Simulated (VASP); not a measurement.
# AlN (F-43m) in VASP: single point with PBE

Aim: the single point of AlN with PBE.

Everything below comes from runs of VASP 6.6.1. Logs are shortened: lines on timing, memory, paths and dates and some standing lists are left out, and cuts for length are marked.

### 1 The cell of the first run

It takes space group F-43m (No. 216, cubic). Conventional cell: a = 4.368 Å, b = 4.368 Å, c = 4.368 Å, α = 90.00°, β = 90.00°, γ = 90.00°. Al (site symmetry -43m) has 4 N at 1.89 Å within 2.5 Å. Within 2.5 Å of N (site symmetry -43m) lie 4 Al at 1.89 Å.

### 2 Single point, PBE

File INCAR:

```
SYSTEM = AlN
PREC = Accurate ; ENCUT = 520
EDIFF = 1E-6 ; ISMEAR = 0
SIGMA = 0.01 ; LREAL = .False.
LASPH = .True. ; NELM = 100
ALGO = Normal ; ISIF = 2
LWAVE = .False. ; LCHARG = .False.
GGA = PE ; NBANDS = 11
```

File KPOINTS:

```
regular mesh
0
Gamma
  5 5 5
  0 0 0
```

File POSCAR:

```
AlN
1.0
    0.0000000000      2.1839935596      2.1839935596
    2.1839935596      0.0000000000      2.1839935596
    2.1839935596      2.1839935596      0.0000000000
Al N
1 1
Direct
    0.0000000000      0.0000000000      0.0000000000
    0.2500000000      0.2500000000      0.2500000000
```

Potentials or basis: VASP PAW PBE potentials, release 64 (Al, N).

Command:

```
$ cat potpaw_PBE.64/Al/POTCAR potpaw_PBE.64/N/POTCAR > POTCAR
$ mpirun -np 1 vasp_std > vasp.out
```

OUTCAR:

```text
SYSTEM = AlN
   PREC = Accurate
   ENCUT = 520
   EDIFF = 1E-6
   ISMEAR = 0
   LREAL = .False.
   LASPH = .True.
   NELM = 100
   ISIF = 2
   GGA = PE

 ion  position               nearest neighbor table
   1  0.000  0.000  0.000-   2 1.89   2 1.89   2 1.89   2 1.89
   2  0.250  0.250  0.250-   1 1.89   1 1.89   1 1.89   1 1.89

  LATTYP: Found a face centered cubic cell.
 ALAT       =     4.3679871192

  Lattice vectors:

 A1 = (   0.0000000000,   2.1839935596,   2.1839935596)
 A2 = (   2.1839935596,   0.0000000000,   2.1839935596)
 A3 = (   2.1839935596,   2.1839935596,   0.0000000000)

Analysis of symmetry for initial positions (statically):
=====================================================================
 Subroutine PRICEL returns:
 Original cell was already a primitive cell.

 Routine SETGRP: Setting up the symmetry group for a
 face centered cubic supercell.

 Subroutine GETGRP returns: Found 24 space group operations
 (whereof 24 operations were pure point group operations)
 out of a pool of 48 trial point group operations.

The static configuration has the point symmetry T_d .

Analysis of symmetry for dynamics (positions and initial velocities):
=====================================================================
 Subroutine PRICEL returns:
 Original cell was already a primitive cell.

 Routine SETGRP: Setting up the symmetry group for a
 face centered cubic supercell.

 Subroutine GETGRP returns: Found 24 space group operations
 (whereof 24 operations were pure point group operations)
 out of a pool of 48 trial point group operations.

The dynamic configuration has the point symmetry T_d .

 Subroutine INISYM returns: Found 24 space group operations
 (whereof 24 operations are pure point group operations),
 and found     1 'primitive' translations

----------------------------------------------------------------------------------------

                                     Primitive cell

  volume of cell :      20.8345

  direct lattice vectors                    reciprocal lattice vectors
     0.000000000  2.183993560  2.183993560    -0.228938404  0.228938404  0.228938404
     2.183993560  0.000000000  2.183993560     0.228938404 -0.228938404  0.228938404
     2.183993560  2.183993560  0.000000000     0.228938404  0.228938404 -0.228938404

  length of vectors
     3.088633312  3.088633312  3.088633312     0.396532948  0.396532948  0.396532948

  position of ions in fractional coordinates (direct lattice)
     0.000000000  0.000000000  0.000000000
     0.250000000  0.250000000  0.250000000

  ion indices of the primitive-cell ions
   primitive index   ion index
                 1           1
                 2           2

----------------------------------------------------------------------------------------

 KPOINTS: regular mesh

Automatic generation of k-mesh.
 Grid dimensions read from file:
 generate k-points for:    5    5    5

 Generating k-lattice:

  Cartesian coordinates                     Fractional coordinates (reciprocal lattice)
    -0.045787681  0.045787681  0.045787681     0.200000000  0.000000000  0.000000000
     0.045787681 -0.045787681  0.045787681     0.000000000  0.200000000  0.000000000
     0.045787681  0.045787681 -0.045787681     0.000000000  0.000000000  0.200000000

  Length of vectors
     0.079306590  0.079306590  0.079306590

  Shift w.r.t. Gamma in fractional coordinates (k-lattice)
     0.000000000  0.000000000  0.000000000

 Subroutine IBZKPT returns following result:
 ===========================================

 Found     10 irreducible k-points:

 Following reciprocal coordinates:
            Coordinates               Weight
  0.000000  0.000000  0.000000      1.000000
  0.200000  0.000000  0.000000      8.000000
  0.400000  0.000000  0.000000      8.000000
  0.200000  0.200000  0.000000      6.000000
  0.400000  0.200000  0.000000     24.000000
 -0.400000  0.200000  0.000000     24.000000
 -0.200000  0.200000  0.000000     12.000000
  0.400000  0.400000  0.000000      6.000000
 -0.400000  0.400000  0.000000     12.000000
 -0.400000  0.400000  0.200000     24.000000
   k-points           NKPTS =     10   k-points in BZ     NKDIM =     10   number of bands    NBANDS=     11
   number of dos      NEDOS =    301   number of ions     NIONS =      2
   total plane-waves  NPLWV =  13824
   dimension x,y,z NGX =    24 NGY =   24 NGZ =   24
   dimension x,y,z NGXF=    48 NGYF=   48 NGZF=   48
   ions per type =               1   1
   NGX,Y,Z   is equivalent  to a cutoff of  12.92, 12.92, 12.92 a.u.
   NGXF,Y,Z  is equivalent  to a cutoff of  25.84, 25.84, 25.84 a.u.
 SYSTEM =  AlN
   PREC   = accura    normal or accurate (medium, high low for compatibility)
   ISTART =      0    job   : 0-new  1-cont  2-samecut
   ICHARG =      2    charge: 1-file 2-atom 10-const
   ISPIN  =      1    spin polarized calculation?
   LNONCOLLINEAR =      F non collinear calculations
   LSORBIT =      F    spin-orbit coupling
   LASPH  =      T    aspherical Exc in radial PAW
   ENCUT  =  520.0 eV  38.22 Ry    6.18 a.u.   5.74  5.74  5.74*2*pi/ulx,y,z
   NELM   =    100;   NELMIN=  2; NELMDL= -5     # of ELM steps
   EDIFF  = 0.1E-05   stopping-criterion for ELM
   LREAL  =      F    real-space projection
   EDIFFG = 0.1E-04   stopping-criterion for IOM
   NSW    =      0    number of steps for IOM
   IBRION =     -1    ionic relax: 0-MD 1-quasi-New 2-CG
   NFREE  =      0    steps in history (QN), initial steepest desc. (CG)
   ISIF   =      2    stress and relaxation
   ISYM   =      2    0-nonsym 1-usesym 2-fastsym
   POTIM  = 0.5000    time-step for ionic-motion
   TEBEG  =    0.0;   TEEND  =   0.0 temperature during run
   PSTRESS=    0.0 pullay stress
   NELECT =       8.0000    total number of electrons
   NUPDOWN=      -1.0000    fix difference up-down
   EMIN   =  10.00;   EMAX   =-10.00  energy-range for DOS
   EFERMI =   0.00;   METHOD = LEGACY
   ISMEAR =     0;   SIGMA  =   0.01  broadening in eV -4-tet -1-fermi 0-gaus
   EFERMI_NEDOS =   21; number of points for ismear=-14 and -15
   IALGO  =     38    algorithm
   IMIX   =      4    mixing-type and parameters
     AMIX     =   0.40;   BMIX     =  1.00
     AMIX_MAG =   1.60;   BMIX_MAG =  1.00
  volume/ion in A,a.u.               =      10.42        70.30
  Fermi-wavevector in a.u.,A,eV,Ry     =   1.189899  2.248583 19.263943  1.415860
  Thomas-Fermi vector in A             =   2.325996
   LORBIT       =      0    0 simple, 1 ext, 2 COOP (PROOUT), +10 PAW based schemes
   GGA     = PE    functional components
   LHFCALC =     F    Hartree Fock is set to
   AEXX    =    0.0000 exact exchange contribution
   IVDW    =     0    specifies the selected vdW correction
   LEPSILON=     F    determine dielectric tensor
   LRPA    =     F    only Hartree local field effects (RPA)
 non-spin polarized calculation
 Gauss-broadening in eV      SIGMA  =   0.01
  energy-cutoff  :      520.00
  volume of cell :       20.83
 maximum number of plane-waves:       568
   NGX = 11   NGY = 11   NGZ = 11

 number of electron       8.0000000 magnetization

 Free energy of the ion-electron system (eV)
  ---------------------------------------------------
  ext. energy  EPLUGINS =         0.00000000
  ---------------------------------------------------
  free energy    TOTEN  =       -14.83271097 eV

  energy without entropy =      -14.83271097  energy(sigma->0) =      -14.83271097

 E-fermi :   6.0325     XC(G=0): -10.9317

 val. band max:        5.9781005740   @ k =   0.0000   0.0000   0.0000
 cond. band min:       9.8706452872   @ k =   0.4000   0.4000   0.0000
 fundamental gap:      3.8925447132
 Fermi energy:         6.0324521414

 k-point     1 :       0.0000    0.0000    0.0000
  band No.  band energies     occupation
      1      -9.0045      2.00000
      2       5.9781      2.00000
      3       5.9781      2.00000
      4       5.9781      2.00000
      5      10.1709      0.00000
      6      18.5315      0.00000
      7      18.5315      0.00000
      8      18.5315      0.00000
      9      23.6600      0.00000
     10      23.6600      0.00000
     11      25.0623      0.00000

 k-point     2 :       0.2000    0.0000    0.0000
  band No.  band energies     occupation
      1      -8.4414      2.00000
      2       3.5610      2.00000
      3       5.7977      2.00000
      4       5.7977      2.00000
      5      11.9565      0.00000
      6      17.3435      0.00000
      7      18.5954      0.00000
      8      18.5954      0.00000
      9      21.8721      0.00000
     10      21.8721      0.00000
     11      23.4036      0.00000

 k-point     3 :       0.4000    0.0000    0.0000
  band No.  band energies     occupation
      1      -7.2300      2.00000
      2       0.6298      2.00000
      3       5.5388      2.00000
      4       5.5389      2.00000
      5      13.2280      0.00000
      6      16.0451      0.00000
      7      17.3365      0.00000
      8      17.3365      0.00000
      9      23.6378      0.00000
     10      24.7640      0.00000
     11      24.7640      0.00000

 k-point     4 :       0.2000    0.2000    0.0000
  band No.  band energies     occupation
      1      -8.2565      2.00000
      2       3.7754      2.00000
      3       5.2781      2.00000
      4       5.2781      2.00000
      5      12.0927      0.00000
      6      16.7639      0.00000
      7      17.8766      0.00000
      8      19.5386      0.00000
      9      19.5386      0.00000
     10      24.8674      0.00000
     11      27.4758      0.00000

 k-point     5 :       0.4000    0.2000    0.0000
  band No.  band energies     occupation
      1      -7.2369      2.00000
      2       1.6747      2.00000
      3       4.5537      2.00000
      4       4.9370      2.00000
      5      12.3442      0.00000
      6      15.9995      0.00000
      7      17.3980      0.00000
      8      19.2370      0.00000
      9      21.2620      0.00000
     10      26.3835      0.00000
     11      27.1555      0.00000

 k-point     6 :      -0.4000    0.2000    0.0000
  band No.  band energies     occupation
      1      -6.7070      2.00000
      2       0.7853      2.00000
      3       3.7635      2.00000
      4       5.1811      2.00000
      5      13.2115      0.00000
      6      15.1592      0.00000
      7      18.2369      0.00000
      8      18.3319      0.00000
      9      23.5009      0.00000
     10      24.4622      0.00000
     11      27.3274      0.00000

 k-point     7 :      -0.2000    0.2000    0.0000
  band No.  band energies     occupation
      1      -7.6369      2.00000
      2       2.2180      2.00000
      3       4.2866      2.00000
      4       5.7239      2.00000
      5      13.5368      0.00000
      6      15.9303      0.00000
      7      17.3753      0.00000
      8      18.4737      0.00000
      9      20.9484      0.00000
     10      24.4185      0.00000
     11      27.3316      0.00000

 k-point     8 :       0.4000    0.4000    0.0000
  band No.  band energies     occupation
      1      -6.6725      2.00000
      2       1.4699      2.00000
      3       4.3447      2.00000
      4       4.3447      2.00000
      5       9.8706      0.00000
      6      14.8647      0.00000
      7      19.2441      0.00000
      8      21.3352      0.00000
      9      21.3352      0.00000
     10      28.3518      0.00000
     11      29.8016      0.00000

 k-point     9 :      -0.4000    0.4000    0.0000
  band No.  band energies     occupation
      1      -6.3110      2.00000
      2       1.5015      2.00000
      3       2.7843      2.00000
      4       4.4682      2.00000
      5      10.6273      0.00000
      6      15.7564      0.00000
      7      19.3307      0.00000
      8      20.6087      0.00000
      9      21.1239      0.00000
     10      26.8271      0.00000
     11      30.3925      0.00000

 k-point    10 :      -0.4000    0.4000    0.2000
  band No.  band energies     occupation
      1      -6.4848      2.00000
      2       1.6252      2.00000
      3       3.0489      2.00000
      4       4.0957      2.00000
      5      12.0993      0.00000
      6      16.7294      0.00000
      7      17.2375      0.00000
      8      19.4136      0.00000
      9      22.5656      0.00000
     10      25.1886      0.00000
     11      30.5751      0.00000

------------------------ aborting loop because EDIFF is reached ----------------------------------------

  FORCE on cell =-STRESS in cart. coord.  units (eV):
  Direction    XX          YY          ZZ          XY          YZ          ZX
  --------------------------------------------------------------------------------------
  -------------------------------------------------------------------------------------
  Total        0.5960887      0.5960887      0.5960887      0.0000000      0.0000000      0.0000000
  in kB       45.8392411     45.8392411     45.8392411      0.0000000      0.0000000      0.0000000
  external PRESSURE =      45.8392411 kB  Pullay stress =       0.0000000 kB

 VOLUME and BASIS-vectors are now :
 -----------------------------------------------------------------------------
  energy-cutoff  :      520.00
  volume of cell :       20.83
      direct lattice vectors                 reciprocal lattice vectors
     0.000000000  2.183993560  2.183993560    -0.228938404  0.228938404  0.228938404
     2.183993560  0.000000000  2.183993560     0.228938404 -0.228938404  0.228938404
     2.183993560  2.183993560  0.000000000     0.228938404  0.228938404 -0.228938404

 POSITION                                       TOTAL-FORCE (eV/Angst)
 -----------------------------------------------------------------------------------
      0.00000      0.00000      0.00000        -0.000000     -0.000000     -0.000000
      1.09200      1.09200      1.09200         0.000000      0.000000      0.000000
 -----------------------------------------------------------------------------------
    total drift:                                0.000000      0.000000      0.000000

  FREE ENERGIE OF THE ION-ELECTRON SYSTEM (eV)
  ---------------------------------------------------
  free  energy   TOTEN  =       -14.8327109670 eV

  energy  without entropy=      -14.8327109670  energy(sigma->0) =      -14.83271097
```

It took 3.7 s on 1 thread of AMD EPYC 7R43 (Zen 3), shared host; peak memory 0.09 GiB.

Results:

- Free energy: -14.8327 eV
- Pressure: 4.6 GPa
- Band gap on the k mesh: 3.89 eV, indirect (least direct gap 4.19 eV)

Caveat: the k points lie up to 0.50 Å⁻¹ apart. A k mesh can miss the band edges.
